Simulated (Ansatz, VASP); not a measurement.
## ZnO: VASP beside Ansatz

```xyz
4
Lattice="3.2169 0.0000 0.0000 -1.6085 2.7859 0.0000 0.0000 0.0000 5.2038" Properties=species:S:1:pos:R:3 pbc="T T T"
Zn    0.0000    1.8573    0.0000
Zn    1.6085    0.9286    2.6019
O     0.0000    1.8573    1.9884
O     1.6085    0.9286    4.5903
```

Change from the starting cell: equal xx and yy strain of -1 %, PAW files.

Alike in both runs: task electric field gradients; functional PBE; k mesh 11 × 11 × 6; occupations fermi-dirac, width 0.02 eV; no spin polarisation.

```csv
,VASP,Ansatz
version,VASP 6.6.1,Ansatz 0.2.0
potentials or method,"VASP PAW PBE potentials, release 64 (Zn, O)","PAW with Ansatz's default frozen-core files, scalar-relativistic"
plane-wave cutoff (eV),520,420
valence electrons in the cell,36,36
```

|  | VASP | Ansatz | Ansatz less VASP |
| --- | --- | --- | --- |
| gap on the k mesh at the Fermi level (eV) | 0.80 | 0.82 | +0.014 |
| pressure (GPa) | 9.3 | 8.2 | -1.17 |
| traceless stress, the component that is largest in VASP (GPa) | -1.56 | -1.45 | +0.111 |
| rms of the force components (eV/Å) | 0.079 | 0.074 | -0.0050 |
| size of Vzz on the site where it differs most (V/Å²) | 12.6 | 12.1 | -0.48 |

Atom by atom the forces differ by 0.005 eV/Å (rms over components).
